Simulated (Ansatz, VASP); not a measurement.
Se in VASP and in Ansatz

```
CELL_PARAMETERS angstrom
-1.71026 1.71026 1.71026
1.71026 -1.71026 1.71026
1.71026 1.71026 -1.71026
ATOMIC_POSITIONS crystal
Se 0.00000 0.00000 0.00000
```

Alike in both runs: task single point; functional PBEsol; k mesh 15 × 15 × 15; occupations fermi-dirac, width 0.1 eV; no spin polarisation.

|  | VASP | Ansatz |
| --- | --- | --- |
| version | VASP 6.6.1 | Ansatz 0.2.0 |
| potentials or method | VASP PAW PBE potentials, release 64 (Se), cutoff 520 eV | plane waves (420 eV) with PAW, scalar-relativistic |
| valence electrons in the cell | 6 | 16 |

|  | VASP | Ansatz | Ansatz less VASP |
| --- | --- | --- | --- |
| pressure (GPa) | -2.6 | -2.7 | -0.08 |

VASP's potentials were made for PBE, not for PBEsol, and Ansatz warns of the same on its side. VASP's potentials hold 6 valence electrons a cell and Ansatz's 16, so a difference there can come from the potentials and not from the codes.
